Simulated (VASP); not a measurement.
Write the native input for VASP 6.6.1 that does the following.

```yaml
Task: single point
Functional: PBE
Potentials_or_basis: VASP PAW PBE potentials, release 64 (K_sv, Cl)
Cutoff: 520 eV
k_mesh: 6 × 6 × 6
Occupations: gaussian, width 0.02 eV
Spin: no spin polarisation
Dipole_correction: no
Further_INCAR_settings: ALGO = Normal; EDIFF = 1e-06; NBANDS = 15
```

The structure of KCl lies in POSCAR:

```
KCl
1.0
    0.0000000000      3.1556581460      3.1556581460
    3.1556581460      0.0000000000      3.1556581460
    3.1556581460      3.1556581460      0.0000000000
K Cl
1 1
Direct
    0.0000000000      0.0000000000      0.0000000000
    0.5000000000      0.5000000000      0.5000000000
```

This cell differs from its parent crystal: strained.

The input as run:

INCAR

```
SYSTEM = KCl
PREC = Accurate
ENCUT = 520
EDIFF = 1E-6
ISMEAR = 0
SIGMA = 0.02
LREAL = .FALSE.
LASPH = .TRUE.
NELM = 60
ALGO = Normal
ISIF = 2
LWAVE = .FALSE.
LCHARG = .TRUE.
GGA = PE
LELF = .TRUE.
LVHAR = .TRUE.
NBANDS = 15
```

KPOINTS

```
regular mesh
0
G
  6 6 6
  0 0 0
```

Potentials or basis: VASP PAW PBE potentials, release 64 (K_sv, Cl).

Run with:

```sh
$ cat potpaw_PBE.64/K_sv/POTCAR potpaw_PBE.64/Cl/POTCAR > POTCAR
$ mpirun -np 1 vasp_std > vasp.out
```

It gave:

The pressure is 0.6 GPa. The band gap on the k mesh is 5.16 eV, direct.

Caveat: the cell differs from its parent crystal (strained).

Run time: 11 s on 1 thread of AMD EPYC 9R45 96-Core Processor (Zen 5), with other jobs on the host, peak memory 0.17 GiB.
